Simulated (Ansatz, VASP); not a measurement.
CuO in VASP and in Ansatz

```xyz
4
Lattice="2.3130 -1.6902 0.0000 2.3130 1.6902 0.0000 -0.8489 0.0000 4.9911" Properties=species:S:1:pos:R:3 pbc="T T T"
Cu    0.7320   -0.8343    2.4955
Cu    1.1565    0.8343    0.0000
O     1.6199    0.2802    3.7618
O     2.0444   -0.2802    1.2662
```

Alike in both runs: task single point; functional LDA; k mesh 10 × 10 × 5; occupations fermi-dirac, width 0.05 eV; no spin polarisation.

```csv
,VASP,Ansatz
version,VASP 6.6.1,Ansatz 0.2.0
potentials or method,"VASP PAW LDA potentials, release 64 (Cu_sv_GW, O)",Ansatz PAW
plane-wave cutoff (eV),700,420
valence electrons in the cell,50,50
```

VASP gave:

```
gap on the k mesh at the Fermi level (eV)                     : none
pressure (GPa)                                                : -4.7
traceless stress, the component that is largest in VASP (GPa) : 1.79
rms of the force components (eV/Å)                            : 0.471
```

Problem. Estimate Ansatz's values.

Solution. gap on the k mesh at the Fermi level (eV): none; pressure (GPa): -2.3; traceless stress, the component that is largest in VASP (GPa): 2.07; rms of the force components (eV/Å): 0.460.

LDA's correlation is that of Perdew and Zunger in VASP and of Perdew and Wang (1992) in Ansatz. Atom by atom the forces differ by 0.021 eV/Å (rms over components). A gap of «none» marks a metal or a gap that the smearing closes.
